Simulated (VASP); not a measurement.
Input of a VASP 6.6.1 run:

The input INCAR:

```
PREC = Accurate ; ENCUT = 520
EDIFF = 1E-6 ; ISMEAR = 0
SIGMA = 0.05 ; LREAL = F
LASPH = T ; NELM = 60
ALGO = Normal ; ISIF = 2
LWAVE = F ; LCHARG = T
GGA = PS ; LELF = T
LVHAR = T ; NBANDS = 35
```

KPOINTS

```
Automatic mesh
0
Gamma
  12 12 2
```

The input POSCAR:

```
WS2
1.0
    3.1461313781      0.0000000000      0.0000000000
   -1.5730656891      2.7246296971      0.0000000000
    0.0000000000      0.0000000000     12.6917314098
W S
2 4
Direct
    0.3333333333      0.6666666667      0.2500000000
    0.6666666667      0.3333333333      0.7500000000
    0.3381010935      0.6666666667      0.6264891170
    0.6714344269      0.3333333333      0.1264891170
    0.3285655731      0.6666666667      0.8735108830
    0.6618989065      0.3333333333      0.3735108830
```

Potentials or basis: VASP PAW PBE potentials, release 64 (W_sv, S).

Run with:

```console
$ cat potpaw_PBE.64/W_sv/POTCAR potpaw_PBE.64/S/POTCAR > POTCAR
$ mpirun -np 1 vasp_std > vasp.out
```

Q: Predict the band gap on the k mesh.

A: 1.11 eV, indirect (least direct gap 1.87 eV).

Q: Estimate the largest force.

A: 0.157 eV/Å.

Q: Estimate the pressure.

A: 0.1 GPa.

Forces on the atoms (eV/Å):
```
W    0.000  0.004  0.000
W    0.000 -0.004  0.000
S   -0.155  0.002 -0.024
S   -0.155 -0.002 -0.024
S    0.155  0.002  0.024
S    0.155 -0.002  0.024
```

Caveat: the cell differs from its parent crystal (mode 9 (295.6 1/cm) frozen in, largest displacement +0.015 Å); the PAW data sets were made with another functional, which shifts forces and pressure a little; spin-orbit coupling is left out, which moves the levels of the heavy elements; this functional lacks dispersion, which binds the layers, so the pressure and a relaxed spacing across them are unreliable. A k mesh can miss the band edges.
